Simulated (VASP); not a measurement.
# Fe (P6_3/mmc) in VASP: notebook, part 2 of 2

VASP 6.6.1. The steps go on from the part before.

## 3. Single point, PBE

This run uses another cell than the first one, of 10.20 Å³/atom, 1.031 times its volume.

INCAR

```
PREC     = Accurate       # precision mode
ENCUT    = 520            # plane-wave cutoff, eV
EDIFF    = 1E-6           # SCF threshold, eV
ISMEAR   = 0              # smearing method
SIGMA    = 0.1            # smearing width, eV
LREAL    = F              # projectors in reciprocal space
LASPH    = T              # aspherical terms in the spheres
NELM     = 60             # most SCF steps
ALGO     = Normal         # electronic algorithm
ISIF     = 2              # what is computed and relaxed
LWAVE    = F              # write WAVECAR
LCHARG   = F              # write CHGCAR
GGA      = PE             # functional
NBANDS   = 15             # bands
```

KPOINTS

```
Automatic mesh
0
Gamma
  21 21 12
```

POSCAR

```
Fe
1.0
    2.4606378269      0.0000000000      0.0000000000
   -1.2303189135      2.1309748676      0.0000000000
    0.0000000000      0.0000000000      3.8899495695
Fe
2
Direct
    0.3333333333      0.6666666667      0.2500000000
    0.6666666667      0.3333333333      0.7500000000
```

Potentials or basis: VASP PAW PBE potentials, release 64 (Fe).

The run is started by

```
cat potpaw_PBE.64/Fe/POTCAR > POTCAR
mpirun -np 1 vasp_std > vasp.out
```

OUTCAR:

```text
PREC = Accurate
   ENCUT = 520
   EDIFF = 1E-6
   ISMEAR = 0
   LREAL = F
   LASPH = T
   NELM = 60
   ISIF = 2
   GGA = PE

 ion  position               nearest neighbor table
   1  0.333  0.667  0.250-   2 2.41   2 2.41   2 2.41   2 2.41   2 2.41   2 2.41
   2  0.667  0.333  0.750-   1 2.41   1 2.41   1 2.41   1 2.41   1 2.41   1 2.41

  LATTYP: Found a hexagonal cell.
 ALAT       =     2.4606378269
 C/A-ratio  =     1.5808704259

  Lattice vectors:

 A1 = (   2.4606378269,   0.0000000000,   0.0000000000)
 A2 = (  -1.2303189135,   2.1309748676,   0.0000000000)
 A3 = (   0.0000000000,   0.0000000000,   3.8899495695)

Analysis of symmetry for initial positions (statically):
=====================================================================
 Subroutine PRICEL returns:
 Original cell was already a primitive cell.

 Routine SETGRP: Setting up the symmetry group for a
 hexagonal supercell.

 Subroutine GETGRP returns: Found 24 space group operations
 (whereof 12 operations were pure point group operations)
 out of a pool of 24 trial point group operations.

The static configuration has the point symmetry D_3d.
 The point group associated with its full space group is D_6h.

Analysis of symmetry for dynamics (positions and initial velocities):
=====================================================================
 Subroutine PRICEL returns:
 Original cell was already a primitive cell.

 Routine SETGRP: Setting up the symmetry group for a
 hexagonal supercell.

 Subroutine GETGRP returns: Found 24 space group operations
 (whereof 12 operations were pure point group operations)
 out of a pool of 24 trial point group operations.

The dynamic configuration has the point symmetry D_3d.
 The point group associated with its full space group is D_6h.

 Subroutine INISYM returns: Found 24 space group operations
 (whereof 12 operations are pure point group operations),
 and found     1 'primitive' translations

----------------------------------------------------------------------------------------

[... 123 lines left out ...]
 non-spin polarized calculation
 Gauss-broadening in eV      SIGMA  =   0.10
  energy-cutoff  :      520.00
  volume of cell :       20.40
 maximum number of plane-waves:       566
   NGX =  9   NGY =  9   NGZ = 15

 number of electron      16.0000007 magnetization

 Free energy of the ion-electron system (eV)
  ---------------------------------------------------
  ext. energy  EPLUGINS =         0.00000000
  ---------------------------------------------------
  free energy    TOTEN  =       -16.31295100 eV

  energy without entropy =      -16.29891458  energy(sigma->0) =      -16.30593279

 E-fermi :   6.8893     XC(G=0): -13.7876

 val. band max:        6.8879834339   @ k =   0.0952   0.0952   0.3333
 cond. band min:       6.8894124988   @ k =   0.1905   0.0952   0.0833
 fundamental gap:      0.0014290649
 Fermi energy:         6.8893446220

 k-point     1 :       0.0000    0.0000    0.0000
  band No.  band energies     occupation
      1      -2.0131      2.00000
      2       1.9712      2.00000
      3       5.2459      2.00000
      4       5.2459      2.00000
      5       5.3738      2.00000
      6       5.7100      2.00000
      7       5.7100      2.00000
      8       6.0491      2.00000
      9       6.0491      2.00000
     10       7.4388      0.00000
     11       7.6000      0.00000
     12       7.6000      0.00000
     13      15.6589      0.00000
     14      28.7897      0.00000
[... 401 lines left out ...]
      2       2.9919      2.00000
      3       3.9778      2.00000
      4       4.1001      2.00000
      5       5.2673      2.00000
      6       5.3430      2.00000
      7       5.8811      2.00000
      8       6.2724      2.00000
      9       6.4904      2.00000
     10       6.9102      0.76755
     11       7.8091      0.00000
     12      12.8556      0.00000
     13      15.8965      0.00000
     14      21.4475      0.00000
     15      23.8754      0.00000

 [... further k-points ...]

------------------------ aborting loop because EDIFF is reached ----------------------------------------

  FORCE on cell =-STRESS in cart. coord.  units (eV):
  Direction    XX          YY          ZZ          XY          YZ          ZX
  --------------------------------------------------------------------------------------
  -------------------------------------------------------------------------------------
  Total       -0.0762014     -0.0762014     -0.0990661      0.0000000     -0.0000000      0.0000000
  in kB       -5.9855400     -5.9855400     -7.7815413      0.0000000     -0.0000000      0.0000000
  external PRESSURE =      -6.5842071 kB  Pullay stress =       0.0000000 kB

 VOLUME and BASIS-vectors are now :
 -----------------------------------------------------------------------------
  energy-cutoff  :      520.00
  volume of cell :       20.40
      direct lattice vectors                 reciprocal lattice vectors
     2.460637827  0.000000000  0.000000000     0.406398694  0.234634396  0.000000000
    -1.230318914  2.130974868  0.000000000     0.000000000  0.469268791  0.000000000
     0.000000000  0.000000000  3.889949570     0.000000000  0.000000000  0.257072741

 POSITION                                       TOTAL-FORCE (eV/Angst)
 -----------------------------------------------------------------------------------
     -0.00000      1.42065      0.97249         0.000000     -0.000000      0.000000
      1.23032      0.71032      2.91746        -0.000000      0.000000      0.000000
 -----------------------------------------------------------------------------------
    total drift:                               -0.000000      0.000000     -0.000000

  FREE ENERGIE OF THE ION-ELECTRON SYSTEM (eV)
  ---------------------------------------------------
  free  energy   TOTEN  =       -16.3129509996 eV

  energy  without entropy=      -16.2989145755  energy(sigma->0) =      -16.30593279
```

stdout:

```text
POSCAR found type information on POSCAR Fe
 POSCAR found :  1 types and       2 ions
 scaLAPACK will be used
 LDA part: xc-table for (Slater+PW92), standard interpolation
 POSCAR, INCAR and KPOINTS ok, starting setup
 FFT: planning ... GRIDC
 FFT: planning ... GRID_SOFT
 FFT: planning ... GRID
 WAVECAR not read
 entering main loop
```

Run time: 48 s. Hardware: 1 thread of Intel Xeon 6975P-C (Granite Rapids), shared host; peak memory 0.19 GiB.

Results:

| Property | Result |
| --- | --- |
| Free energy | -16.3130 eV |
| Pressure | -0.7 GPa |
| Band gap on the k mesh | zero (band 8 reaches 7.79 eV, above the bottom of band 9 at 5.92 eV) |

Stress tensor (GPa, compression positive):
```
-0.60  0.00  0.00
 0.00 -0.60  0.00
 0.00  0.00 -0.78
```

Levels at points of the mesh, in eV from the Fermi level:
| k point | band 6 | band 7 | band 8 | band 9 | band 10 | band 11 |
| --- | --- | --- | --- | --- | --- | --- |
| (0.00, 0.00, 0.00) | -1.18 | -1.18 | -0.84 | -0.84 | 0.55 | 0.71 |
| (0.00, 0.00, 0.50) | -1.76 | -1.76 | -1.76 | 0.32 | 0.32 | 0.32 |

Caveat: the run has no spin polarisation, though such a crystal can be magnetic. Spin polarisation is off, so any magnetic state and its effect on volume and gap are missing.

## 4. Single point, PBE (volume scaled by 1.03, then relaxed in part)

INCAR

```
PREC     = Accurate       # precision mode
ENCUT    = 520            # plane-wave cutoff, eV
EDIFF    = 1E-6           # SCF threshold, eV
ISMEAR   = 0              # smearing method
SIGMA    = 0.1            # smearing width, eV
LREAL    = False          # projectors in reciprocal space
LASPH    = True           # aspherical terms in the spheres
NELM     = 60             # most SCF steps
ALGO     = Fast           # electronic algorithm
ISIF     = 2              # what is computed and relaxed
LWAVE    = False          # write WAVECAR
LCHARG   = False          # write CHGCAR
GGA      = PE             # functional
NBANDS   = 15             # bands
```

KPOINTS

```
regular mesh
0
Gamma
  21 21 12
```

POSCAR

```
Fe
1.0
    2.4856925805      0.0000000000      0.0000000000
   -1.2428462902      2.1526729207      0.0000000000
    0.0000000000      0.0000000000      3.9262844123
Fe
2
Direct
    0.3333333333      0.6666666667      0.2500000000
    0.6666666667      0.3333333333      0.7500000000
```

The run is started by

```
cat potpaw_PBE.64/Fe/POTCAR > POTCAR
mpirun -np 1 vasp_std > vasp.out
```

Wall time 50 s (1 thread of Intel Xeon 6975P-C (Granite Rapids), shared host); peak memory 0.2 GiB.

Results (log left out):

```yaml
Free_energy: -16.2949 eV
Pressure: -8.4 GPa
Band_gap_on_the_k_mesh: zero (band 8 reaches 7.41 eV, above the bottom of band 9 at 5.62 eV)
```

Stress tensor (GPa, compression positive):
```
-8.36  0.00  0.00
 0.00 -8.36  0.00
 0.00  0.00 -8.53
```

Levels at points of the mesh, in eV from the Fermi level:
```csv
k point,band 4,band 5,band 6,band 7,band 8,band 9,band 10,band 11,band 12,band 13
"(0.00, 0.00, 0.00)",-1.57,-1.45,-1.13,-1.13,-0.81,-0.81,0.55,0.68,0.68,8.49
"(0.00, 0.00, 0.50)",-1.98,-1.69,-1.69,-1.69,-1.69,0.31,0.31,0.31,0.31,16.83
```

Caveat: the cell differs from its parent crystal (volume scaled by 1.03, then relaxed in part); the run has no spin polarisation, though such a crystal can be magnetic. Spin polarisation is off, so any magnetic state and its effect on volume and gap are missing.

## 5. Summary

```csv
cell,gap on the mesh (eV),pressure (GPa)
"a = 2.435, b = 2.435, c = 3.853 Å, angles 90.0, 90.0, 120.0°, 2 atoms",none,8.7
"a = 2.461, b = 2.461, c = 3.890 Å, angles 90.0, 90.0, 120.0°, 2 atoms",none,-0.7
"a = 2.486, b = 2.486, c = 3.926 Å, angles 90.0, 90.0, 120.0°, 2 atoms",none,-8.4
```

Alike in all rows: task single point; level PBE; potentials or basis VASP PAW PBE potentials, release 64 (Fe); no spin polarisation; k mesh 21 × 21 × 12; cutoff (eV) 520; smearing gaussian 0.1 eV.

Caveats: the run has no spin polarisation, though such a crystal can be magnetic.

Total energies depend on the potentials used, so only differences within one code and one set of settings carry meaning.
